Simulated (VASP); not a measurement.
# CdS (P6_3mc) in VASP: single point with r2SCAN

Aim: the single point of CdS with r2SCAN.

All numbers are computed with VASP 6.6.1; they aren't measurements. Logs are shortened: lines on timing, memory, paths and dates and some standing lists are left out, and cuts for length are marked.

### 1 The cell of the first run

The structure is hexagonal, space group P6_3mc (No. 186). Conventional cell: a = 4.125 Å, b = 4.125 Å, c = 6.709 Å, α = 90.00°, β = 90.00°, γ = 120.00°. Cd (site symmetry 3m) has 3 S at 2.38 Å within 3.1 Å. S (site symmetry 3m) has 3 Cd at 2.38 Å within 3.1 Å.

### 2 Single point, r2SCAN (atoms displaced along a vibrational mode)

POSCAR

```
CdS
1.0
    4.1245340209      0.0000000000      0.0000000000
   -2.0622670104      3.5719512409      0.0000000000
    0.0000000000      0.0000000000      6.7092066446
Cd S
2 2
Direct
    0.3333333333      0.6666666667     -0.0553321360
    0.6666666667      0.3333333333      0.4446678640
    0.3333333333      0.6666666667      0.4323321360
    0.6666666667      0.3333333333      0.9323321360
```

INCAR.step1

```
SYSTEM = CdS
ALGO     = Normal         ! electronic algorithm
EDIFF    = 1E-4           ! SCF threshold, eV
ENCUT    = 520            ! plane-wave cutoff, eV
GGA      = PE             ! functional
ISMEAR   = 0              ! smearing method
LASPH    = .True.         ! aspherical terms in the spheres
LCHARG   = .False.        ! write CHGCAR
LREAL    = .False.        ! projectors in reciprocal space
LWAVE    = .True.         ! write WAVECAR
NBANDS   = 26             ! bands
NELM     = 100            ! most SCF steps
PREC     = Accurate       ! precision mode
SIGMA    = 0.01           ! smearing width, eV
```

INCAR.step2

```
SYSTEM = CdS
ALGO     = Normal         ! electronic algorithm
EDIFF    = 1E-6           ! SCF threshold, eV
ENCUT    = 520            ! plane-wave cutoff, eV
ISIF     = 2              ! what is computed and relaxed
ISMEAR   = 0              ! smearing method
ISTART   = 1            
LASPH    = .True.         ! aspherical terms in the spheres
LCHARG   = .False.        ! write CHGCAR
LMIXTAU  = .True.       
LREAL    = .False.        ! projectors in reciprocal space
LWAVE    = .False.        ! write WAVECAR
METAGGA  = R2SCAN         ! meta-GGA
NBANDS   = 26             ! bands
NELM     = 100            ! most SCF steps
PREC     = Accurate       ! precision mode
SIGMA    = 0.01           ! smearing width, eV
```

KPOINTS

```
k-points
0
Gamma
  9 9 4
  0 0 0
```

Potentials or basis: VASP PAW PBE potentials, release 64 (Cd, S).

Run with:

```sh
$ cat potpaw_PBE.64/Cd/POTCAR potpaw_PBE.64/S/POTCAR > POTCAR
$ cp INCAR.step1 INCAR
$ mpirun -np 1 vasp_std > vasp.out
$ cp INCAR.step2 INCAR
$ mpirun -np 1 vasp_std > vasp.out
```

OUTCAR:

```text
SYSTEM = CdS
   EDIFF = 1E-6
   ENCUT = 520
   ISIF = 2
   ISMEAR = 0
   ISTART = 1
   LASPH = .True.
   LREAL = .False.
   METAGGA = R2SCAN
   NELM = 100
   PREC = Accurate

 ion  position               nearest neighbor table
   1  0.333  0.667  0.945-   4 2.38   4 2.38   4 2.38   3 3.27
   2  0.667  0.333  0.445-   3 2.38   3 2.38   3 2.38   4 3.27
   3  0.333  0.667  0.432-   2 2.38   2 2.38   2 2.38   1 3.27
   4  0.667  0.333  0.932-   1 2.38   1 2.38   1 2.38   2 3.27

  LATTYP: Found a hexagonal cell.
 ALAT       =     4.1245340209
 C/A-ratio  =     1.6266580929

  Lattice vectors:

 A1 = (   4.1245340209,   0.0000000000,   0.0000000000)
 A2 = (  -2.0622670104,   3.5719512409,   0.0000000000)
 A3 = (   0.0000000000,   0.0000000000,   6.7092066446)

Analysis of symmetry for initial positions (statically):
=====================================================================
 Subroutine PRICEL returns:
 Original cell was already a primitive cell.

 Routine SETGRP: Setting up the symmetry group for a
 hexagonal supercell.

 Subroutine GETGRP returns: Found 12 space group operations
 (whereof  6 operations were pure point group operations)
 out of a pool of 24 trial point group operations.

The static configuration has the point symmetry C_3v.
 The point group associated with its full space group is C_6v.

Analysis of symmetry for dynamics (positions and initial velocities):
=====================================================================
 Subroutine PRICEL returns:
 Original cell was already a primitive cell.

 Routine SETGRP: Setting up the symmetry group for a
 hexagonal supercell.

 Subroutine GETGRP returns: Found 12 space group operations
 (whereof  6 operations were pure point group operations)
 out of a pool of 24 trial point group operations.

The dynamic configuration has the point symmetry C_3v.
 The point group associated with its full space group is C_6v.

 Subroutine INISYM returns: Found 12 space group operations
 (whereof  6 operations are pure point group operations),
 and found     1 'primitive' translations

----------------------------------------------------------------------------------------

                                     Primitive cell

[... 90 lines left out ...]
   LSORBIT =      F    spin-orbit coupling
   LASPH  =      T    aspherical Exc in radial PAW
   ENCUT  =  520.0 eV  38.22 Ry    6.18 a.u.   7.67  7.67 12.47*2*pi/ulx,y,z
   NELM   =    100;   NELMIN=  2; NELMDL=  0     # of ELM steps
   EDIFF  = 0.1E-05   stopping-criterion for ELM
   LREAL  =      F    real-space projection
   EDIFFG = 0.1E-04   stopping-criterion for IOM
   NSW    =      0    number of steps for IOM
   IBRION =     -1    ionic relax: 0-MD 1-quasi-New 2-CG
   NFREE  =      0    steps in history (QN), initial steepest desc. (CG)
   ISIF   =      2    stress and relaxation
   ISYM   =      2    0-nonsym 1-usesym 2-fastsym
   POTIM  = 0.5000    time-step for ionic-motion
   TEBEG  =    0.0;   TEEND  =   0.0 temperature during run
   PSTRESS=    0.0 pullay stress
   NELECT =      36.0000    total number of electrons
   NUPDOWN=      -1.0000    fix difference up-down
   EMIN   =  10.00;   EMAX   =-10.00  energy-range for DOS
   EFERMI =   0.00;   METHOD = LEGACY
   ISMEAR =     0;   SIGMA  =   0.01  broadening in eV -4-tet -1-fermi 0-gaus
   EFERMI_NEDOS =   21; number of points for ismear=-14 and -15
   IALGO  =     38    algorithm
   IMIX   =      4    mixing-type and parameters
     AMIX     =   0.40;   BMIX     =  1.00
     AMIX_MAG =   1.60;   BMIX_MAG =  1.00
  volume/ion in A,a.u.               =      24.71       166.76
  Fermi-wavevector in a.u.,A,eV,Ry     =   1.169118  2.209313 18.596956  1.366838
  Thomas-Fermi vector in A             =   2.305596
   LORBIT       =      0    0 simple, 1 ext, 2 COOP (PROOUT), +10 PAW based schemes
   METAGGA = R2SCAN    functional components
   LHFCALC =     F    Hartree Fock is set to
   AEXX    =    0.0000 exact exchange contribution
   IVDW    =     0    specifies the selected vdW correction
   LEPSILON=     F    determine dielectric tensor
   LRPA    =     F    only Hartree local field effects (RPA)
 non-spin polarized calculation
 Gauss-broadening in eV      SIGMA  =   0.01
  energy-cutoff  :      520.00
  volume of cell :       98.84
 maximum number of plane-waves:      2695
 NGX is ok and might be reduce to    32
   NGX = 15   NGY = 15   NGZ = 25

 number of electron      35.9999999 magnetization

 Free energy of the ion-electron system (eV)
  ---------------------------------------------------
  ext. energy  EPLUGINS =         0.00000000
  ---------------------------------------------------
  free energy    TOTEN  =       -58.56979440 eV

  energy without entropy =      -58.56979440  energy(sigma->0) =      -58.56979440

 E-fermi :   1.1469     XC(G=0):  -9.7208

 val. band max:        1.0638291282   @ k =   0.0000   0.0000   0.0000
 cond. band min:       3.0027409776   @ k =   0.0000   0.0000   0.0000
 fundamental gap:      1.9389118494
 Fermi energy:         1.1468893178

 k-point     1 :       0.0000    0.0000    0.0000
  band No.  band energies     occupation
      1     -12.0670      2.00000
      2     -11.7096      2.00000
      3      -7.3160      2.00000
      4      -7.3160      2.00000
      5      -7.3113      2.00000
      6      -7.3113      2.00000
[... 685 lines left out ...]
     25      11.1292      0.00000
     26      11.1292      0.00000

 [... further k-points ...]

------------------------ aborting loop because EDIFF is reached ----------------------------------------

  FORCE on cell =-STRESS in cart. coord.  units (eV):
  Direction    XX          YY          ZZ          XY          YZ          ZX
  --------------------------------------------------------------------------------------
  -------------------------------------------------------------------------------------
  Total        6.4589341      6.4589341     -1.3206451      0.0000000      0.0000000      0.0000000
  in kB      104.6935329    104.6935329    -21.4064734      0.0000000      0.0000000      0.0000000
  external PRESSURE =      62.6601975 kB  Pullay stress =       0.0000000 kB

 VOLUME and BASIS-vectors are now :
 -----------------------------------------------------------------------------
  energy-cutoff  :      520.00
  volume of cell :       98.84
      direct lattice vectors                 reciprocal lattice vectors
     4.124534021  0.000000000  0.000000000     0.242451631  0.139979514  0.000000000
    -2.062267010  3.571951241  0.000000000     0.000000000  0.279959029  0.000000000
     0.000000000  0.000000000  6.709206645     0.000000000  0.000000000  0.149048919

 POSITION                                       TOTAL-FORCE (eV/Angst)
 -----------------------------------------------------------------------------------
     -0.00000      2.38130      6.33797         0.000000     -0.000000      0.190044
      2.06227      1.19065      2.98337        -0.000000      0.000000      0.190044
     -0.00000      2.38130      2.90061        -0.000000      0.000000     -0.190044
      2.06227      1.19065      6.25521        -0.000000     -0.000000     -0.190044
 -----------------------------------------------------------------------------------
    total drift:                                0.000000      0.000000      0.000326

  FREE ENERGIE OF THE ION-ELECTRON SYSTEM (eV)
  ---------------------------------------------------
  free  energy   TOTEN  =       -58.5697943984 eV

  energy  without entropy=      -58.5697943984  energy(sigma->0) =      -58.56979440
```

OUTCAR.step1:

```text
SYSTEM = CdS
   EDIFF = 1E-4
   ENCUT = 520
   GGA = PE
   ISMEAR = 0
   LASPH = .True.
   LREAL = .False.
   NELM = 100
[... 926 lines left out ...]
      2.06227      1.19065      2.98337         0.000000     -0.000000      0.192611
     -0.00000      2.38130      2.90061        -0.000000     -0.000000     -0.192611
      2.06227      1.19065      6.25521        -0.000000      0.000000     -0.192611
 -----------------------------------------------------------------------------------
    total drift:                                0.000000      0.000000      0.000359

  FREE ENERGIE OF THE ION-ELECTRON SYSTEM (eV)
  ---------------------------------------------------
  free  energy   TOTEN  =       -11.4449615685 eV

  energy  without entropy=      -11.4449615685  energy(sigma->0) =      -11.44496157
```

It took 6 min on 1 thread of Intel Xeon 8259CL, shared host; peak memory 0.27 GiB.

What came out:

| Property | Result |
| --- | --- |
| Free energy | -58.5698 eV |
| Pressure | 6.3 GPa |
| Largest force | 0.190 eV/Å |
| Band gap on the k mesh | 1.94 eV |

Forces on the atoms (eV/Å):
```
Cd   0.000  0.000  0.190
Cd   0.000  0.000  0.190
S    0.000  0.000 -0.190
S    0.000  0.000 -0.190
```

Caveat: the cell differs from its parent crystal (atoms displaced along a vibrational mode); the cell stands under pressure; the PAW data sets were made with another functional, which shifts forces and pressure a little.
